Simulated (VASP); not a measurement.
# Ta4C3 (P4mm) in VASP: single point with PBEsol

Aim: the single point of Ta4C3 with PBEsol.

Everything below comes from runs of VASP 6.6.1. Logs are shortened: lines on timing, memory, paths and dates and some standing lists are left out, and cuts for length are marked.

### 1 The cell of the first run

It takes space group P4mm (No. 99, tetragonal). The conventional cell has a = 4.403 Å, b = 4.403 Å, c = 9.055 Å, α = 90.00°, β = 90.00°, γ = 90.00°. Within 2.9 Å of Ta (site symmetry 4mm) lie 4 C at 2.20 Å. Within 2.9 Å of Ta (site symmetry 4mm) lie 4 C at 2.20 Å. Ta (site symmetry 2mm) has 4 C at 2.20 to 2.45 Å within 2.9 Å. Within 2.9 Å of Ta (site symmetry 2mm) lie 4 C at 2.20 Å. Ta (site symmetry 4mm) has 6 C at 2.20 Å within 2.9 Å. Within 2.9 Å of Ta (site symmetry 4mm) lie 6 C at 2.20 to 2.45 Å. Within 2.9 Å of C (site symmetry 4mm) lie 6 Ta at 2.20 to 2.45 Å. C (site symmetry 4mm) has 6 Ta at 2.20 Å within 2.9 Å.

### 2 Single point, PBEsol (the distance across one plane changed)

INCAR

```
  PREC = Accurate
  ENCUT = 520
  EDIFF = 1E-6
  ISMEAR = 0
  SIGMA = 0.15
  LREAL = F
  LASPH = T
  NELM = 80
  ALGO = Normal
  ISIF = 2
  LWAVE = F
  LCHARG = F
  GGA = PS
  NBANDS = 69
```

KPOINTS

```
Automatic mesh
0
Gamma
  9 9 5
```

POSCAR

```
Ta4C3
1.0
    0.0000000000     -4.4026022057      0.0000000000
    0.0000000000      0.0000000000     -4.4026022057
    9.0552044115      0.0000000000      0.0000000000
Ta C
8 6
Direct
    0.5000000000      0.5000000000      0.8508426215
    0.5000000000      0.5000000000      0.3646468378
    1.0000000000      0.5000000000      0.1215489459
    1.0000000000      0.5000000000      0.6077447297
    0.5000000000      1.0000000000      0.1215489459
    0.5000000000      1.0000000000      0.6077447297
    0.0000000000      0.0000000000      0.3646468378
    0.0000000000      0.0000000000      0.8508426215
    0.0000000000      1.0000000000      0.1215489459
    0.0000000000      1.0000000000      0.6077447297
    0.5000000000      1.0000000000      0.8508426215
    0.5000000000      1.0000000000      0.3646468378
    0.0000000000      0.5000000000      0.8508426215
    0.0000000000      0.5000000000      0.3646468378
```

Potentials or basis: VASP PAW PBE potentials, release 64 (Ta_pv, C).

Run with:

```
$ cat potpaw_PBE.64/Ta_pv/POTCAR potpaw_PBE.64/C/POTCAR > POTCAR
$ mpirun -np 1 vasp_std > vasp.out
```

OUTCAR:

```text
PREC = Accurate
   ENCUT = 520
   EDIFF = 1E-6
   ISMEAR = 0
   LREAL = F
   LASPH = T
   NELM = 80
   ISIF = 2
   GGA = PS

 ion  position               nearest neighbor table
   1  0.500  0.500  0.851-  11 2.20  13 2.20  11 2.20  13 2.20   6 3.11   4 3.11   4 3.11   6 3.11
                             8 3.11   8 3.11   8 3.11   8 3.11   3 3.29   5 3.29   5 3.29   3 3.29
   2  0.500  0.500  0.365-  12 2.20  14 2.20  12 2.20  14 2.20   7 3.11   7 3.11   7 3.11   7 3.11
                             6 3.11   6 3.11   3 3.11   3 3.11   4 3.11   4 3.11   5 3.11   5 3.11
   3  0.000  0.500  0.122-   9 2.20   9 2.20  14 2.20  13 2.45   5 3.11   5 3.11   5 3.11   5 3.11
                             2 3.11   2 3.11   7 3.11   7 3.11   1 3.29   1 3.29   8 3.29   8 3.29
   4  0.000  0.500  0.608-  13 2.20  10 2.20  10 2.20  14 2.20   1 3.11   8 3.11   8 3.11   1 3.11
                             6 3.11   6 3.11   6 3.11   6 3.11   7 3.11   2 3.11   7 3.11   2 3.11
   5  0.500  0.000  0.122-   9 2.20   9 2.20  12 2.20  11 2.45   3 3.11   3 3.11   3 3.11   3 3.11
                             2 3.11   7 3.11   2 3.11   7 3.11   8 3.29   8 3.29   1 3.29   1 3.29
   6  0.500  0.000  0.608-  11 2.20  10 2.20  10 2.20  12 2.20   1 3.11   1 3.11   8 3.11   8 3.11
                             4 3.11   4 3.11   4 3.11   4 3.11   7 3.11   2 3.11   7 3.11   2 3.11
   7  0.000  0.000  0.365-  12 2.20  14 2.20  14 2.20  12 2.20   9 2.20  10 2.20   2 3.11   2 3.11
                             2 3.11   2 3.11   3 3.11   4 3.11   4 3.11   5 3.11   5 3.11   6 3.11
   8  0.000  0.000  0.851-  10 2.20  11 2.20  13 2.20  13 2.20  11 2.20   9 2.45   4 3.11   4 3.11
                             6 3.11   6 3.11   1 3.11   1 3.11   1 3.11   1 3.11   5 3.29   3 3.29
   9  0.000  0.000  0.122-   3 2.20   5 2.20   3 2.20   5 2.20   7 2.20   8 2.45
  10  0.000  0.000  0.608-   8 2.20   6 2.20   4 2.20   4 2.20   6 2.20   7 2.20
  11  0.500  0.000  0.851-   6 2.20   1 2.20   8 2.20   1 2.20   8 2.20   5 2.45
  12  0.500  0.000  0.365-   2 2.20   7 2.20   2 2.20   7 2.20   6 2.20   5 2.20
  13  0.000  0.500  0.851-   4 2.20   1 2.20   8 2.20   8 2.20   1 2.20   3 2.45
  14  0.000  0.500  0.365-   2 2.20   7 2.20   7 2.20   2 2.20   4 2.20   3 2.20

  LATTYP: Found a simple tetragonal cell.
 ALAT       =     4.4026022057
 C/A-ratio  =     2.0567845988

  Lattice vectors:

 A1 = (   0.0000000000,  -4.4026022057,   0.0000000000)
 A2 = (   0.0000000000,   0.0000000000,  -4.4026022057)
 A3 = (   9.0552044115,   0.0000000000,   0.0000000000)

Analysis of symmetry for initial positions (statically):
=====================================================================
 Subroutine PRICEL returns:
 Original cell was already a primitive cell.

 Routine SETGRP: Setting up the symmetry group for a
 simple tetragonal supercell.

 Subroutine GETGRP returns: Found  8 space group operations
 (whereof  8 operations were pure point group operations)
 out of a pool of 16 trial point group operations.

The static configuration has the point symmetry C_4v.

Analysis of symmetry for dynamics (positions and initial velocities):
=====================================================================
 Subroutine PRICEL returns:
 Original cell was already a primitive cell.

 Routine SETGRP: Setting up the symmetry group for a
 simple tetragonal supercell.

 Subroutine GETGRP returns: Found  8 space group operations
 (whereof  8 operations were pure point group operations)
 out of a pool of 16 trial point group operations.

The dynamic configuration has the point symmetry C_4v.

 Subroutine INISYM returns: Found  8 space group operations
 (whereof  8 operations are pure point group operations),
 and found     1 'primitive' translations

----------------------------------------------------------------------------------------

                                     Primitive cell

  volume of cell :     175.5162

  direct lattice vectors                    reciprocal lattice vectors
     0.000000000 -4.402602206  0.000000000     0.000000000 -0.227138395  0.000000000
     0.000000000  0.000000000 -4.402602206     0.000000000  0.000000000 -0.227138395
     9.055204412  0.000000000  0.000000000     0.110433730  0.000000000  0.000000000

  length of vectors
     4.402602206  4.402602206  9.055204412     0.227138395  0.227138395  0.110433730

  position of ions in fractional coordinates (direct lattice)
     0.500000000  0.500000000  0.850842622
     0.500000000  0.500000000  0.364646838
     0.000000000  0.500000000  0.121548946
     0.000000000  0.500000000  0.607744730
     0.500000000  0.000000000  0.121548946
     0.500000000  0.000000000  0.607744730
     0.000000000  0.000000000  0.364646838
     0.000000000  0.000000000  0.850842622
     0.000000000  0.000000000  0.121548946
     0.000000000  0.000000000  0.607744730
     0.500000000  0.000000000  0.850842622
     0.500000000  0.000000000  0.364646838
     0.000000000  0.500000000  0.850842622
     0.000000000  0.500000000  0.364646838

  ion indices of the primitive-cell ions
   primitive index   ion index
                 1           1
                 2           2
                 3           3
                 4           4
                 5           5
                 6           6
                 7           7
                 8           8
                 9           9
                10          10
                11          11
                12          12
                13          13
                14          14

----------------------------------------------------------------------------------------

 KPOINTS: Automatic mesh

Automatic generation of k-mesh.
 Grid dimensions read from file:
 generate k-points for:    9    9    5

 Generating k-lattice:

  Cartesian coordinates                     Fractional coordinates (reciprocal lattice)
     0.000000000 -0.025237599  0.000000000     0.111111111  0.000000000  0.000000000
     0.000000000  0.000000000 -0.025237599     0.000000000  0.111111111  0.000000000
     0.022086746  0.000000000  0.000000000     0.000000000  0.000000000  0.200000000

  Length of vectors
     0.025237599  0.025237599  0.022086746

  Shift w.r.t. Gamma in fractional coordinates (k-lattice)
     0.000000000  0.000000000  0.000000000

 Subroutine IBZKPT returns following result:
 ===========================================

 Found     45 irreducible k-points:

 Following reciprocal coordinates:
            Coordinates               Weight
  0.000000  0.000000  0.000000      1.000000
  0.111111  0.000000  0.000000      4.000000
  0.222222  0.000000  0.000000      4.000000
  0.333333  0.000000  0.000000      4.000000
  0.444444  0.000000  0.000000      4.000000
  0.111111  0.111111  0.000000      4.000000
[... 16 lines left out ...]
  0.333333  0.111111  0.200000     16.000000
  0.444444  0.111111  0.200000     16.000000
 [... further k-points ...]
   k-points           NKPTS =     45   k-points in BZ     NKDIM =     45   number of bands    NBANDS=     69
   number of dos      NEDOS =    301   number of ions     NIONS =     14
   total plane-waves  NPLWV =  90720
   dimension x,y,z NGX =    36 NGY =   36 NGZ =   70
   dimension x,y,z NGXF=    72 NGYF=   72 NGZF=  140
   ions per type =               8   6
   NGX,Y,Z   is equivalent  to a cutoff of  13.59, 13.59, 12.85 a.u.
   NGXF,Y,Z  is equivalent  to a cutoff of  27.19, 27.19, 25.70 a.u.
 SYSTEM =  unknown system
   PREC   = accura    normal or accurate (medium, high low for compatibility)
   ISTART =      0    job   : 0-new  1-cont  2-samecut
   ICHARG =      2    charge: 1-file 2-atom 10-const
   ISPIN  =      1    spin polarized calculation?
   LNONCOLLINEAR =      F non collinear calculations
   LSORBIT =      F    spin-orbit coupling
   LASPH  =      T    aspherical Exc in radial PAW
   ENCUT  =  520.0 eV  38.22 Ry    6.18 a.u.   8.19  8.19 16.84*2*pi/ulx,y,z
   NELM   =     80;   NELMIN=  2; NELMDL= -5     # of ELM steps
   EDIFF  = 0.1E-05   stopping-criterion for ELM
   LREAL  =      F    real-space projection
   EDIFFG = 0.1E-04   stopping-criterion for IOM
   NSW    =      0    number of steps for IOM
   IBRION =     -1    ionic relax: 0-MD 1-quasi-New 2-CG
   NFREE  =      0    steps in history (QN), initial steepest desc. (CG)
   ISIF   =      2    stress and relaxation
   ISYM   =      2    0-nonsym 1-usesym 2-fastsym
   POTIM  = 0.5000    time-step for ionic-motion
   TEBEG  =    0.0;   TEEND  =   0.0 temperature during run
   PSTRESS=    0.0 pullay stress
   NELECT =     112.0000    total number of electrons
   NUPDOWN=      -1.0000    fix difference up-down
   EMIN   =  10.00;   EMAX   =-10.00  energy-range for DOS
   EFERMI =   0.00;   METHOD = LEGACY
   ISMEAR =     0;   SIGMA  =   0.15  broadening in eV -4-tet -1-fermi 0-gaus
   EFERMI_NEDOS =   21; number of points for ismear=-14 and -15
   IALGO  =     38    algorithm
   IMIX   =      4    mixing-type and parameters
     AMIX     =   0.40;   BMIX     =  1.00
     AMIX_MAG =   1.60;   BMIX_MAG =  1.00
  volume/ion in A,a.u.               =      12.54        84.60
  Fermi-wavevector in a.u.,A,eV,Ry     =   1.409424  2.663426 27.027663  1.986477
  Thomas-Fermi vector in A             =   2.531482
   LORBIT       =      0    0 simple, 1 ext, 2 COOP (PROOUT), +10 PAW based schemes
   GGA     = PS    functional components
   LHFCALC =     F    Hartree Fock is set to
   AEXX    =    0.0000 exact exchange contribution
   IVDW    =     0    specifies the selected vdW correction
   LEPSILON=     F    determine dielectric tensor
   LRPA    =     F    only Hartree local field effects (RPA)
 non-spin polarized calculation
 Gauss-broadening in eV      SIGMA  =   0.15
  energy-cutoff  :      520.00
  volume of cell :      175.52
 maximum number of plane-waves:      4743
 NGX is ok and might be reduce to    36
   NGX = 17   NGY = 17   NGZ = 33

 number of electron     112.0000028 magnetization

 Free energy of the ion-electron system (eV)
  ---------------------------------------------------
  ext. energy  EPLUGINS =         0.00000000
  ---------------------------------------------------
  free energy    TOTEN  =      -165.00643044 eV

  energy without entropy =     -164.92119943  energy(sigma->0) =     -164.96381494

 E-fermi :   6.9431     XC(G=0): -12.9564

 val. band max:        6.9355048486   @ k =   0.4444   0.1111   0.4000
 cond. band min:       6.9463887214   @ k =   0.0000   0.0000   0.2000
 fundamental gap:      0.0108838728
 Fermi energy:         6.9430761467

 k-point     1 :       0.0000    0.0000    0.0000
  band No.  band energies     occupation
      1     -28.3524      2.00000
      2     -28.3316      2.00000
      3     -28.3316      2.00000
      4     -28.2564      2.00000
      5     -28.2564      2.00000
      6     -28.2349      2.00000
[... 60 lines left out ...]
     67       9.5931      0.00000
     68       9.5931      0.00000

 k-point     2 :       0.1111    0.0000    0.0000
  band No.  band energies     occupation
      1     -28.3487      2.00000
      2     -28.3252      2.00000
      3     -28.3251      2.00000
      4     -28.2585      2.00000
      5     -28.2506      2.00000
      6     -28.2412      2.00000
[... 1551 lines left out ...]
     67       9.9190      0.00000
     68      10.2026      0.00000

 k-point    24 :       0.4444    0.1111    0.2000
  band No.  band energies     occupation
      1     -28.3471      2.00000
      2     -28.3208      2.00000
      3     -28.2911      2.00000
      4     -28.2582      2.00000
      5     -28.2469      2.00000
      6     -28.2264      2.00000
[... 60 lines left out ...]
     67       9.8717      0.00000
     68       9.9474      0.00000

 [... further k-points ...]

 [bands above 68 left out]

------------------------ aborting loop because EDIFF is reached ----------------------------------------

  FORCE on cell =-STRESS in cart. coord.  units (eV):
  Direction    XX          YY          ZZ          XY          YZ          ZX
  --------------------------------------------------------------------------------------
  -------------------------------------------------------------------------------------
  Total      -12.0480836     -3.0453501     -3.0453501      0.0000000      0.0000000     -0.0000000
  in kB     -109.9794146    -27.7990954    -27.7990954      0.0000000      0.0000000     -0.0000000
  external PRESSURE =     -55.1925351 kB  Pullay stress =       0.0000000 kB

 VOLUME and BASIS-vectors are now :
 -----------------------------------------------------------------------------
  energy-cutoff  :      520.00
  volume of cell :      175.52
      direct lattice vectors                 reciprocal lattice vectors
     0.000000000 -4.402602206  0.000000000     0.000000000 -0.227138395  0.000000000
     0.000000000  0.000000000 -4.402602206     0.000000000  0.000000000 -0.227138395
     9.055204412  0.000000000  0.000000000     0.110433730  0.000000000  0.000000000

 POSITION                                       TOTAL-FORCE (eV/Angst)
 -----------------------------------------------------------------------------------
      7.70455     -2.20130     -2.20130         0.712397      0.000000      0.000000
      3.30195     -2.20130     -2.20130        -0.177856     -0.000000      0.000000
      1.10065      0.00000     -2.20130        -0.881870     -0.000000     -0.000000
      5.50325      0.00000     -2.20130        -0.148188     -0.000000     -0.000000
      1.10065     -2.20130      0.00000        -0.881870     -0.000000     -0.000000
      5.50325     -2.20130      0.00000        -0.148188     -0.000000     -0.000000
      3.30195      0.00000      0.00000         0.157251     -0.000000     -0.000000
      7.70455      0.00000      0.00000         0.672400     -0.000000     -0.000000
      1.10065      0.00000      0.00000        -1.130424     -0.000000     -0.000000
      5.50325      0.00000      0.00000         0.369188     -0.000000     -0.000000
      7.70455     -2.20130      0.00000         1.055910     -0.000000     -0.000000
      3.30195     -2.20130      0.00000        -0.327329     -0.000000     -0.000000
      7.70455      0.00000     -2.20130         1.055910     -0.000000     -0.000000
      3.30195      0.00000     -2.20130        -0.327329     -0.000000     -0.000000
 -----------------------------------------------------------------------------------
    total drift:                               -0.000263     -0.000000      0.000000

  FREE ENERGIE OF THE ION-ELECTRON SYSTEM (eV)
  ---------------------------------------------------
  free  energy   TOTEN  =      -165.0064304441 eV

  energy  without entropy=     -164.9211994345  energy(sigma->0) =     -164.96381494
```

It took 14 min on 1 thread of Oxide Virtual Turin-like, shared host; peak memory 0.5 GiB.

What came out:

- Free energy: -165.0064 eV
- Pressure: -5.5 GPa
- Largest force: 1.130 eV/Å
- Band gap on the k mesh: zero (bands 56 and 57 overlap by 0.77 eV)

Forces in eV/Å, atoms in the order of the input:
```
Ta   0.712  0.000  0.000
Ta  -0.178  0.000  0.000
Ta  -0.882  0.000  0.000
Ta  -0.148  0.000  0.000
Ta  -0.882  0.000  0.000
Ta  -0.148  0.000  0.000
Ta   0.157  0.000  0.000
Ta   0.672  0.000  0.000
C   -1.130  0.000  0.000
C    0.369  0.000  0.000
C    1.056  0.000  0.000
C   -0.327  0.000  0.000
C    1.056  0.000  0.000
C   -0.327  0.000  0.000
```

Stress tensor (GPa, compression positive):
```
-11.00   0.00   0.00
  0.00  -2.78   0.00
  0.00   0.00  -2.78
```

Caveat: the cell differs from its parent crystal (the distance across one plane changed); the cell stands under tension; the PAW data sets were made with another functional, which shifts forces and pressure a little; spin-orbit coupling is left out, which moves the levels of the heavy elements.
